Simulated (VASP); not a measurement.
Write the native input for VASP 6.6.1 that does the following.

- Task: relaxation of cell and atoms
- Functional: PBE
- Potentials or basis: VASP PAW PBE potentials, release 64 (Co, O)
- Cutoff: 600 eV
- k mesh: 16 × 16 × 16
- Occupations: gaussian, width 0.1 eV
- Spin: collinear spin, ferromagnetic start
- Starting moments: [2.75, 0.25] μB
- Hubbard terms: Co d U = 3.32 eV
- Dipole correction: no
- Further INCAR settings: ALGO = Normal; EDIFF = 1e-07; IBRION = 2; EDIFFG = -0.005; NSW = 100; ISIF = 3

The structure of CoO lies in POSCAR:

```
CoO
1.0
    0.0000000000      2.1315000000      2.1315000000
    2.1315000000      0.0000000000      2.1315000000
    2.1315000000      2.1315000000      0.0000000000
Co O
1 1
Direct
    0.0000000000      0.0000000000      0.0000000000
    0.5000000000      0.5000000000      0.5000000000
```

The input as run:

INCAR

```
SYSTEM = CoO
PREC = Accurate ; ENCUT = 600
EDIFF = 1E-7 ; ISMEAR = 0
SIGMA = 0.1 ; LREAL = .FALSE.
LASPH = .TRUE. ; NELM = 150
ALGO = Normal ; ISIF = 3
LWAVE = .FALSE. ; LCHARG = .FALSE.
ISPIN = 2 ; MAGMOM = 2.75 0.25
LORBIT = 11 ; LMAXMIX = 4
LDAU = .TRUE. ; LDAUTYPE = 2
LDAUL = 2 -1 ; LDAUU = 3.32 0
LDAUJ = 0 0 ; LDAUPRINT = 1
GGA = PE ; IBRION = 2
NSW = 100 ; EDIFFG = -0.005
```

KPOINTS

```
regular mesh
0
G
  16 16 16
  0 0 0
```

Potentials or basis: VASP PAW PBE potentials, release 64 (Co, O).

The run is started by

```sh
$ cat potpaw_PBE.64/Co/POTCAR potpaw_PBE.64/O/POTCAR > POTCAR
$ mpirun -np 1 vasp_std > vasp.out
```

Results of the run:

```json
{
  "Relaxed volume": "9.56 Å³/atom",
  "Relaxed cell": "a = 3.002 Å, b = 3.002 Å, c = 3.002 Å, α = 60.00°, β = 60.00°, γ = 60.00°",
  "Space group after relaxing (to 0.05 Å)": "Fm-3m (No. 225)",
  "Energy gained by relaxing": "0.8 meV/atom",
  "Ionic steps": "3",
  "Pressure after relaxing": "0.0 GPa",
  "Band gap on the k mesh": "zero (filled and empty bands overlap)",
  "Net moment": "3.00 μB per cell",
  "Site moments": "Co +2.73; O +0.26 μB",
  "Valence electrons inside the program's atomic spheres": "Co 7.82; O 5.00"
}
```

Caveat: a cell with one magnetic atom can't hold antiferromagnetic order, which such compounds often take.

Run time: 120 s on 1 thread of AMD EPYC 9R45 96-Core Processor (Zen 5), with other jobs on the host, peak memory 0.18 GiB.
